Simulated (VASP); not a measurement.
# Fe (Im-3m) in VASP: a series of runs

The runs below take Fe through single point, with PBE.

All numbers are computed with VASP 6.6.1; they aren't measurements. Logs are shortened: lines on timing, memory, paths and dates and some standing lists are left out, and cuts for length are marked.

### 1 The cell of the first run

The structure is cubic, space group Im-3m (No. 229). The conventional cell has a = 2.867 Å, b = 2.867 Å, c = 2.867 Å, α = 90.00°, β = 90.00°, γ = 90.00°. Within 3.3 Å of Fe (site symmetry m-3m) lie 14 Fe at 2.48 to 2.87 Å.

### 2 Single point, PBE, collinear spin, ferromagnetic start

File INCAR:

```
PREC = Accurate ; ENCUT = 600
EDIFF = 1E-6 ; ISMEAR = -1
SIGMA = 0.1 ; LREAL = False
LASPH = True ; NELM = 200
ALGO = Normal ; ISIF = 2
LWAVE = False ; LCHARG = True
ISPIN = 2 ; MAGMOM = 2.5
LORBIT = 11 ; LMAXMIX = 4
GGA = PE ; LELF = True
LVHAR = True ; NBANDS = 14
GGA_COMPAT = False
```

File KPOINTS:

```
regular mesh
0
Gamma
  4 4 4
```

File POSCAR:

```
Fe
1.0
   -1.4335000000      1.4335000000      1.4335000000
    1.4335000000     -1.4335000000      1.4335000000
    1.4335000000      1.4335000000     -1.4335000000
Fe
1
Direct
    0.0000000000      0.0000000000      0.0000000000
```

Potentials or basis: VASP PAW PBE potentials, release 64 (Fe).

Started as:

```sh
$ cat potpaw_PBE.64/Fe/POTCAR > POTCAR
$ mpirun -np 1 vasp_std > vasp.out
```

OUTCAR:

```text
PREC = Accurate
   ENCUT = 600
   EDIFF = 1E-6
   ISMEAR = -1
   LREAL = False
   LASPH = True
   NELM = 200
   ISIF = 2
   ISPIN = 2
   LORBIT = 11
   GGA = PE

 ion  position               nearest neighbor table
   1  0.000  0.000  0.000-

  LATTYP: Found a body centered cubic cell.
 ALAT       =     2.8670000000

  Lattice vectors:

 A1 = (  -1.4335000000,   1.4335000000,   1.4335000000)
 A2 = (   1.4335000000,  -1.4335000000,   1.4335000000)
 A3 = (   1.4335000000,   1.4335000000,  -1.4335000000)

Analysis of symmetry for initial positions (statically):
=====================================================================
 Subroutine PRICEL returns:
 Original cell was already a primitive cell.

 Routine SETGRP: Setting up the symmetry group for a
 body centered cubic supercell.

 Subroutine GETGRP returns: Found 48 space group operations
 (whereof 48 operations were pure point group operations)
 out of a pool of 48 trial point group operations.

The static configuration has the point symmetry O_h .

Analysis of symmetry for dynamics (positions and initial velocities):
=====================================================================
 Subroutine PRICEL returns:
 Original cell was already a primitive cell.

 Routine SETGRP: Setting up the symmetry group for a
 body centered cubic supercell.

 Subroutine GETGRP returns: Found 48 space group operations
 (whereof 48 operations were pure point group operations)
 out of a pool of 48 trial point group operations.

The dynamic configuration has the point symmetry O_h .

Analysis of structural, dynamic, and magnetic symmetry:
=====================================================================
 Subroutine PRICEL returns:
 Original cell was already a primitive cell.

 Routine SETGRP: Setting up the symmetry group for a
 body centered cubic supercell.

 Subroutine GETGRP returns: Found 48 space group operations
 (whereof 48 operations were pure point group operations)
 out of a pool of 48 trial point group operations.

The overall configuration has the point symmetry O_h .

 Subroutine INISYM returns: Found 48 space group operations
 (whereof 48 operations are pure point group operations),
 and found     1 'primitive' translations

----------------------------------------------------------------------------------------

                                     Primitive cell

  volume of cell :      11.7829

  direct lattice vectors                    reciprocal lattice vectors
    -1.433500000  1.433500000  1.433500000     0.000000000  0.348796652  0.348796652
     1.433500000 -1.433500000  1.433500000     0.348796652  0.000000000  0.348796652
     1.433500000  1.433500000 -1.433500000     0.348796652  0.348796652  0.000000000

  length of vectors
[... 107 lines left out ...]

  energy without entropy =       -8.20384762  energy(sigma->0) =       -8.22001494

 E-fermi :   5.7586     XC(G=0): -12.9010

 val. band max:        5.7075335279   @ k =  -0.2500   0.2500   0.2500
 cond. band min:       5.7805352264   @ k =   0.5000   0.5000   0.5000
 fundamental gap:      0.0730016985
 Fermi energy:         5.7585849250

 spin component 1

 k-point     1 :       0.0000    0.0000    0.0000
  band No.  band energies     occupation
      1      -2.7737      1.00000
      2       3.4576      1.00000
      3       3.4576      1.00000
      4       3.4576      1.00000
      5       4.4946      1.00000
      6       4.4946      1.00000
      7      30.0814      0.00000
      8      30.0814      0.00000
      9      30.0814      0.00000
     10      34.9334      0.00000
     11      34.9334      0.00000
     12      37.1465      0.00000
     13      37.1465      0.00000
     14      37.1465      0.00000
[... 104 lines left out ...]
  band No.  band energies     occupation
      1       0.8996      1.00000
      2       0.8996      1.00000
      3       5.7805      0.44534
      4       5.7805      0.44532
      5       5.7805      0.44532
      6      15.1497      0.00000
      7      15.1497      0.00000
      8      15.1497      0.00000
      9      20.7533      0.00000
     10      20.7533      0.00000
     11      25.4520      0.00000
     12      44.2431      0.00000
     13      51.6789      0.00000
     14      51.6789      0.00000
 Fermi energy:         5.7585849250

 spin component 2

 k-point     1 :       0.0000    0.0000    0.0000
  band No.  band energies     occupation
      1      -2.5929      1.00000
      2       5.0681      0.99900
      3       5.0683      0.99900
      4       5.0683      0.99900
      5       7.1742      0.00000
      6       7.1745      0.00000
      7      29.8736      0.00000
      8      29.8736      0.00000
      9      29.8736      0.00000
     10      35.2068      0.00000
     11      35.2068      0.00000
     12      37.6937      0.00000
     13      37.6937      0.00000
     14      37.6937      0.00000
[... 105 lines left out ...]
      1       2.6996      1.00000
      2       2.6999      1.00000
      3       7.6207      0.00000
      4       7.6209      0.00000
      5       7.6210      0.00000
      6      15.3941      0.00000
      7      15.3941      0.00000
      8      15.3941      0.00000
      9      21.8129      0.00000
     10      21.8129      0.00000
     11      26.5105      0.00000
     12      44.3927      0.00000
     13      52.6754      0.00000
     14      52.6754      0.00000

------------------------ aborting loop because EDIFF is reached ----------------------------------------

  FORCE on cell =-STRESS in cart. coord.  units (eV):
  Direction    XX          YY          ZZ          XY          YZ          ZX
  --------------------------------------------------------------------------------------
  -------------------------------------------------------------------------------------
  Total       -0.7787378     -0.7787378     -0.7787378     -0.0000000     -0.0000000      0.0000000
  in kB     -105.8884911   -105.8884911   -105.8884911     -0.0000000     -0.0000000      0.0000000
  external PRESSURE =    -105.8884911 kB  Pullay stress =       0.0000000 kB

 VOLUME and BASIS-vectors are now :
 -----------------------------------------------------------------------------
  energy-cutoff  :      600.00
  volume of cell :       11.78
      direct lattice vectors                 reciprocal lattice vectors
    -1.433500000  1.433500000  1.433500000     0.000000000  0.348796652  0.348796652
     1.433500000 -1.433500000  1.433500000     0.348796652  0.000000000  0.348796652
     1.433500000  1.433500000 -1.433500000     0.348796652  0.348796652  0.000000000

 POSITION                                       TOTAL-FORCE (eV/Angst)
 -----------------------------------------------------------------------------------
      0.00000      0.00000      0.00000         0.000000     -0.000000     -0.000000
 -----------------------------------------------------------------------------------
    total drift:                                0.000000     -0.000000      0.000000

  FREE ENERGIE OF THE ION-ELECTRON SYSTEM (eV)
  ---------------------------------------------------
  free  energy   TOTEN  =        -8.2361822600 eV

  energy  without entropy=       -8.2038476204  energy(sigma->0) =       -8.22001494

 total charge

# of ion       s       p       d       tot
------------------------------------------
    1        0.478   0.472   6.260   7.209

 magnetization (x)

# of ion       s       p       d       tot
------------------------------------------
    1       -0.004  -0.038   2.046   2.003
```

OSZICAR:

```text
N       E                     dE             d eps       ncg     rms          rms(c)
DAV:   1     0.226519163309E+02    0.22652E+02   -0.38939E+03   480   0.742E+02
DAV:   2    -0.831345476185E+01   -0.30965E+02   -0.28754E+02   460   0.136E+02
DAV:   3    -0.930451416095E+01   -0.99106E+00   -0.98102E+00   562   0.251E+01
DAV:   4    -0.930765862170E+01   -0.31445E-02   -0.31442E-02   532   0.127E+00
DAV:   5    -0.930767287469E+01   -0.14253E-04   -0.14252E-04   540   0.882E-02    0.110E+01
DAV:   6    -0.841637897173E+01    0.89129E+00   -0.11155E+01   544   0.386E+01    0.611E+00
DAV:   7    -0.824567741231E+01    0.17070E+00   -0.10362E+00   538   0.117E+01    0.311E+00
DAV:   8    -0.824181458418E+01    0.38628E-02   -0.43564E-03   508   0.534E-01    0.124E+00
DAV:   9    -0.823634828095E+01    0.54663E-02   -0.24391E-03   554   0.263E-01    0.305E-01
DAV:  10    -0.823615154610E+01    0.19673E-03   -0.26416E-04   550   0.102E-01    0.439E-02
DAV:  11    -0.823618251387E+01   -0.30968E-04   -0.36935E-05   538   0.567E-02    0.249E-02
DAV:  12    -0.823618225998E+01    0.25389E-06   -0.33970E-06   508   0.143E-02
   1 F= -.82361823E+01 E0= -.82200149E+01  d E =-.323346E-01  mag=     2.0070
```

It took 7.1 s on 1 thread of Intel Xeon 8259CL, shared host; peak memory 0.13 GiB.

Results:

```
Free energy                                           : -8.2362 eV
Pressure                                              : -10.6 GPa
Band gap on the k mesh                                : zero (filled and empty bands overlap)
Net moment                                            : 2.01 μB per cell
Site moments                                          : Fe +2.00 μB
Valence electrons inside the program's atomic spheres : Fe 7.21
```

Caveat: the k points lie up to 0.77 Å⁻¹ apart, too coarse for converged energies and pressures of a metal.

### 3 Single point, PBE, collinear spin, ferromagnetic start

This run uses another cell than the first one, of 12.25 Å³/atom.

File INCAR:

```
PREC = Accurate
ENCUT = 600
EDIFF = 1E-6
ISMEAR = -1
SIGMA = 0.1
LREAL = F
LASPH = T
NELM = 200
ALGO = Normal
ISIF = 2
LWAVE = F
LCHARG = F
ISPIN = 2
MAGMOM = 2.5
LORBIT = 11
LMAXMIX = 4
GGA = PE
NBANDS = 14
GGA_COMPAT = F
```

KPOINTS is that of step 2.

File POSCAR:

```
Fe
1.0
   -1.4523640054      1.4523640054      1.4523640054
    1.4523640054     -1.4523640054      1.4523640054
    1.4523640054      1.4523640054     -1.4523640054
Fe
1
Direct
    0.0000000000      0.0000000000      0.0000000000
```

Potentials or basis: VASP PAW PBE potentials, release 64 (Fe).

Started as:

```sh
$ cat potpaw_PBE.64/Fe/POTCAR > POTCAR
$ mpirun -np 1 vasp_std > vasp.out
```

Run time: 10 s. Hardware: 1 thread of Intel Xeon 8259CL, shared host; peak memory 0.13 GiB.

It converged, with:

| Item | Value |
| --- | --- |
| Free energy | -8.1972 eV |
| Pressure | -15.4 GPa |
| Net moment | 2.08 μB per cell |
| Site moments | Fe +2.08 μB |
| Valence electrons inside the program's atomic spheres | Fe 7.14 |

Levels at points of the mesh, in eV from the Fermi level:
Spin up:
```
           k point  band 3  band 4  band 5  band 6  band 7  band 8
(0.00, 0.00, 0.00)   -2.22   -2.22   -1.24   -1.24   23.98   23.98
(0.50, 0.00, 0.00)   -1.15   -1.08    0.21    0.27    6.53   17.42
(0.50, 0.50, 0.50)   -0.03   -0.03   -0.03    9.16    9.16    9.16
```
Spin down:
```
           k point  band 1  band 2  band 3  band 4  band 5  band 6  band 7
(0.00, 0.00, 0.00)   -8.11   -0.52   -0.52   -0.52    1.49    1.49   23.74
(0.50, 0.00, 0.00)   -3.50   -1.67    0.37    1.31    1.71    2.18    7.79
(0.50, 0.50, 0.50)   -2.78   -2.78    1.91    1.91    1.91    9.40    9.40
```

Caveat: the k points lie up to 0.76 Å⁻¹ apart.

### 4 Single point, PBE, collinear spin, ferromagnetic start

This run uses another cell than the first one, of 12.25 Å³/atom.

File INCAR:

```
SYSTEM = Fe
PREC = Accurate
ENCUT = 600
EDIFF = 1E-6
ISMEAR = -1
SIGMA = 0.1
LREAL = .False.
LASPH = .True.
NELM = 200
ALGO = Normal
ISIF = 2
LWAVE = .False.
LCHARG = .False.
ISPIN = 2
MAGMOM = 2.5
LORBIT = 11
LMAXMIX = 4
GGA = PE
NBANDS = 14
GGA_COMPAT = .False.
```

File KPOINTS:

```
regular mesh
0
Gamma
  4 4 4
  0 0 0
```

POSCAR is that of step 3.

Started as:

```sh
$ cat potpaw_PBE.64/Fe/POTCAR > POTCAR
$ mpirun -np 1 vasp_std > vasp.out
```

It took 7.2 s on 1 thread of Intel Xeon 8259CL, shared host; peak memory 0.13 GiB.

The run converged. Its results:

| Property | Result |
| --- | --- |
| Free energy | -8.1972 eV |
| Pressure | -15.4 GPa |
| Net moment | 2.08 μB per cell |
| Site moments | Fe +2.08 μB |
| Valence electrons inside the program's atomic spheres | Fe 7.14 |

Levels at points of the mesh, in eV from the Fermi level:
Spin up:
```tsv
k point	band 1	band 2	band 3	band 4	band 5	band 6	band 7	band 8	band 9	band 10
(0.00, 0.00, 0.00)	-8.27	-2.22	-2.22	-2.22	-1.24	-1.24	23.98	23.98	23.98	28.59
(0.50, 0.00, 0.00)	-4.70	-3.20	-1.15	-1.08	0.21	0.27	6.53	17.42	18.82	22.17
(0.50, 0.50, 0.50)	-4.62	-4.62	-0.03	-0.03	-0.03	9.16	9.16	9.16	14.64	14.64
```
Spin down:
```csv
k point,band 1,band 2,band 3,band 4,band 5,band 6,band 7
"(0.00, 0.00, 0.00)",-8.11,-0.52,-0.52,-0.52,1.49,1.49,23.74
"(0.50, 0.00, 0.00)",-3.50,-1.67,0.37,1.31,1.71,2.18,7.79
"(0.50, 0.50, 0.50)",-2.78,-2.78,1.91,1.91,1.91,9.40,9.40
```

Caveat: the k points lie up to 0.76 Å⁻¹ apart.
